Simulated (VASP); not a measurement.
# Hf (Fm-3m) in VASP: a series of runs, part 2 of 2

VASP 6.6.1.

**4. Electric field gradients, LDA (volume scaled by 0.98)**

Contents of INCAR:

```
PREC = Accurate
ENCUT = 520
EDIFF = 1E-8
ISMEAR = -1
SIGMA = 0.03
LREAL = F
LASPH = T
NELM = 100
ALGO = Normal
ISIF = 2
LWAVE = F
LCHARG = F
GGA = CA
LEFG = T
NBANDS = 11
```

Contents of KPOINTS:

```
Automatic mesh
0
Gamma
  13 13 13
```

Contents of POSCAR:

```
Hf
1.0
    0.0000000000      2.2051002222      2.2051002222
    2.2051002222      0.0000000000      2.2051002222
    2.2051002222      2.2051002222      0.0000000000
Hf
1
Direct
    0.0000000000      0.0000000000      0.0000000000
```

Potentials or basis: VASP PAW LDA potentials, release 64 (Hf_pv).

Started as:

```bash
$ cat potpaw_LDA.64/Hf_pv/POTCAR > POTCAR
$ mpirun -np 1 vasp_std > vasp.out
```

OUTCAR:

```text
PREC = Accurate
   ENCUT = 520
   EDIFF = 1E-8
   ISMEAR = -1
   LREAL = F
   LASPH = T
   NELM = 100
   ISIF = 2
   GGA = CA

 ion  position               nearest neighbor table
   1  0.000  0.000  0.000-

  LATTYP: Found a face centered cubic cell.
 ALAT       =     4.4102004444

  Lattice vectors:

 A1 = (   0.0000000000,   2.2051002222,   2.2051002222)
 A2 = (   2.2051002222,   0.0000000000,   2.2051002222)
 A3 = (   2.2051002222,   2.2051002222,   0.0000000000)

Analysis of symmetry for initial positions (statically):
=====================================================================
 Subroutine PRICEL returns:
 Original cell was already a primitive cell.

 Routine SETGRP: Setting up the symmetry group for a
 face centered cubic supercell.

 Subroutine GETGRP returns: Found 48 space group operations
 (whereof 48 operations were pure point group operations)
 out of a pool of 48 trial point group operations.

The static configuration has the point symmetry O_h .

Analysis of symmetry for dynamics (positions and initial velocities):
=====================================================================
 Subroutine PRICEL returns:
 Original cell was already a primitive cell.

 Routine SETGRP: Setting up the symmetry group for a
 face centered cubic supercell.

 Subroutine GETGRP returns: Found 48 space group operations
 (whereof 48 operations were pure point group operations)
 out of a pool of 48 trial point group operations.

The dynamic configuration has the point symmetry O_h .

 Subroutine INISYM returns: Found 48 space group operations
 (whereof 48 operations are pure point group operations),
 and found     1 'primitive' translations

----------------------------------------------------------------------------------------

                                     Primitive cell

  volume of cell :      21.4445

  direct lattice vectors                    reciprocal lattice vectors
     0.000000000  2.205100222  2.205100222    -0.226747063  0.226747063  0.226747063
     2.205100222  0.000000000  2.205100222     0.226747063 -0.226747063  0.226747063
     2.205100222  2.205100222  0.000000000     0.226747063  0.226747063 -0.226747063

  length of vectors
     3.118482641  3.118482641  3.118482641     0.392737434  0.392737434  0.392737434

  position of ions in fractional coordinates (direct lattice)
     0.000000000  0.000000000  0.000000000

  ion indices of the primitive-cell ions
   primitive index   ion index
                 1           1

----------------------------------------------------------------------------------------

 KPOINTS: Automatic mesh

Automatic generation of k-mesh.
 Grid dimensions read from file:
 generate k-points for:   13   13   13

[... 63 lines left out ...]
   EDIFF  = 0.1E-07   stopping-criterion for ELM
   LREAL  =      F    real-space projection
   EDIFFG = 0.1E-06   stopping-criterion for IOM
   NSW    =      0    number of steps for IOM
   IBRION =     -1    ionic relax: 0-MD 1-quasi-New 2-CG
   NFREE  =      0    steps in history (QN), initial steepest desc. (CG)
   ISIF   =      2    stress and relaxation
   ISYM   =      2    0-nonsym 1-usesym 2-fastsym
   POTIM  = 0.5000    time-step for ionic-motion
   TEBEG  =    0.0;   TEEND  =   0.0 temperature during run
   PSTRESS=    0.0 pullay stress
   NELECT =      10.0000    total number of electrons
   NUPDOWN=      -1.0000    fix difference up-down
   EMIN   =  10.00;   EMAX   =-10.00  energy-range for DOS
   EFERMI =   0.00;   METHOD = LEGACY
   ISMEAR =    -1;   SIGMA  =   0.03  broadening in eV -4-tet -1-fermi 0-gaus
   EFERMI_NEDOS =   21; number of points for ismear=-14 and -15
   IALGO  =     38    algorithm
   IMIX   =      4    mixing-type and parameters
     AMIX     =   0.40;   BMIX     =  1.00
     AMIX_MAG =   1.60;   BMIX_MAG =  1.00
  volume/ion in A,a.u.               =      21.44       144.71
  Fermi-wavevector in a.u.,A,eV,Ry     =   1.269511  2.399028 21.927944  1.611658
  Thomas-Fermi vector in A             =   2.402548
   LORBIT       =      0    0 simple, 1 ext, 2 COOP (PROOUT), +10 PAW based schemes
   GGA     = CA    functional components
   LHFCALC =     F    Hartree Fock is set to
   AEXX    =    0.0000 exact exchange contribution
   IVDW    =     0    specifies the selected vdW correction
   LEPSILON=     F    determine dielectric tensor
   LRPA    =     F    only Hartree local field effects (RPA)
 non-spin polarized calculation
  energy-cutoff  :      520.00
  volume of cell :       21.44
 maximum number of plane-waves:       589
   NGX = 11   NGY = 11   NGZ = 11

 number of electron      10.0000001 magnetization

 Free energy of the ion-electron system (eV)
  ---------------------------------------------------
  ext. energy  EPLUGINS =         0.00000000
  ---------------------------------------------------
  free energy    TOTEN  =       -10.62417981 eV

  energy without entropy =      -10.61932944  energy(sigma->0) =      -10.62175463

 E-fermi :   4.9135     XC(G=0): -11.6665

 val. band max:        4.8920988775   @ k =   0.3846   0.0769   0.0000
 cond. band min:       4.9222265305   @ k =  -0.3077   0.3077   0.0000
 fundamental gap:      0.0301276531
 Fermi energy:         4.9135102097

 k-point     1 :       0.0000    0.0000    0.0000
  band No.  band energies     occupation
      1     -24.7960      2.00000
      2     -24.7960      2.00000
      3     -24.7960      2.00000
      4      -2.3702      2.00000
      5       6.2587      0.00000
      6       6.2587      0.00000
      7       6.2587      0.00000
      8       9.1625      0.00000
      9       9.1625      0.00000
     10      16.4797      0.00000
     11      17.1673      0.00000
[... 309 lines left out ...]
 k-point    24 :       0.4615    0.1538    0.0000
  band No.  band energies     occupation
      1     -25.6326      2.00000
      2     -25.0297      2.00000
      3     -24.9724      2.00000
      4       1.7106      2.00000
      5       4.4965      2.00000
      6       5.5471      0.00000
      7       6.8618      0.00000
      8      11.1358      0.00000
      9      11.5176      0.00000
     10      14.8984      0.00000
     11      17.1765      0.00000

 [... further k-points ...]
[... 5 lines left out ...]
  --------------------------------------------------------------------------------------
  -------------------------------------------------------------------------------------
  Total       -0.4578595     -0.4578595     -0.4578595      0.0000000      0.0000000      0.0000000
  in kB      -34.2080096    -34.2080096    -34.2080096      0.0000000      0.0000000      0.0000000
  external PRESSURE =     -34.2080096 kB  Pullay stress =       0.0000000 kB

 VOLUME and BASIS-vectors are now :
 -----------------------------------------------------------------------------
  energy-cutoff  :      520.00
  volume of cell :       21.44
      direct lattice vectors                 reciprocal lattice vectors
     0.000000000  2.205100222  2.205100222    -0.226747063  0.226747063  0.226747063
     2.205100222  0.000000000  2.205100222     0.226747063 -0.226747063  0.226747063
     2.205100222  2.205100222  0.000000000     0.226747063  0.226747063 -0.226747063

 POSITION                                       TOTAL-FORCE (eV/Angst)
 -----------------------------------------------------------------------------------
      0.00000      0.00000      0.00000         0.000000      0.000000      0.000000
 -----------------------------------------------------------------------------------
    total drift:                               -0.000000      0.000000      0.000000

  FREE ENERGIE OF THE ION-ELECTRON SYSTEM (eV)
  ---------------------------------------------------
  free  energy   TOTEN  =       -10.6241798150 eV

  energy  without entropy=      -10.6193294383  energy(sigma->0) =      -10.62175463

 Electric field gradients (V/A^2)
---------------------------------------------------------------------
 ion       V_xx      V_yy      V_zz      V_xy      V_xz      V_yz
---------------------------------------------------------------------
   1      -0.000     0.000    -0.000    -0.000    -0.000    -0.000
---------------------------------------------------------------------

 Electric field gradients after diagonalization (V/A^2)
 (convention: |V_zz| > |V_xx| > |V_yy|)
----------------------------------------------------------------------
 ion       V_xx      V_yy      V_zz     asymmetry (V_yy - V_xx)/ V_zz
----------------------------------------------------------------------
   1       0.000     0.000    -0.000       0.000
----------------------------------------------------------------------

           NMR quadrupolar parameters

 Cq : quadrupolar parameter    Cq=e*Q*V_zz/h
 eta: asymmetry parameters     (V_yy - V_xx)/ V_zz
 Q  : nuclear electric quadrupole moment in mb (millibarn)
----------------------------------------------------------------------
 ion       Cq(MHz)       eta       Q (mb)
----------------------------------------------------------------------
   1      -0.000       0.000       1.000
----------------------------------------------------------------------
```

OSZICAR:

```text
N       E                     dE             d eps       ncg     rms          rms(c)
DAV:   1     0.119719944907E+02    0.11972E+02   -0.56396E+03  1856   0.840E+02
DAV:   2    -0.104981210633E+02   -0.22470E+02   -0.21601E+02  2369   0.152E+02
DAV:   3    -0.109683215366E+02   -0.47020E+00   -0.46577E+00  2338   0.147E+01
DAV:   4    -0.109699839824E+02   -0.16624E-02   -0.16604E-02  2161   0.987E-01
DAV:   5    -0.109699908776E+02   -0.68952E-05   -0.68950E-05  2274   0.599E-02    0.466E+01
DAV:   6    -0.107164025446E+02    0.25359E+00   -0.20817E-01  2124   0.323E+00    0.278E+01
DAV:   7    -0.106287522789E+02    0.87650E-01   -0.32450E-01  2088   0.385E+00    0.136E+00
DAV:   8    -0.106241658949E+02    0.45864E-02   -0.22146E-02  2067   0.106E+00    0.193E-01
DAV:   9    -0.106241808293E+02   -0.14934E-04   -0.26717E-04  2192   0.142E-01    0.463E-02
DAV:  10    -0.106241803641E+02    0.46518E-06   -0.16859E-05  2107   0.297E-02    0.505E-02
DAV:  11    -0.106241798128E+02    0.55135E-06   -0.13149E-06  2147   0.887E-03    0.262E-03
DAV:  12    -0.106241798150E+02   -0.22208E-08   -0.22137E-08  2093   0.133E-03
   1 F= -.10624180E+02 E0= -.10621755E+02  d E =-.485038E-02
```

Run time: 6.3 s. Hardware: 1 thread of Intel Xeon 6975P-C, shared host; peak memory 0.14 GiB.

Results:

| Quantity | Value |
| --- | --- |
| Free energy | -10.6242 eV |
| Pressure | -3.4 GPa |
| Band gap on the k mesh | zero (band 5 reaches 6.26 eV, above the bottom of band 6 at 4.35 eV) |

Caveat: without QUAD_EFG the Cq values of the log hold for a quadrupole moment of 1 mb, not for the nuclei; spin-orbit coupling is left out, which moves the levels of the heavy elements.
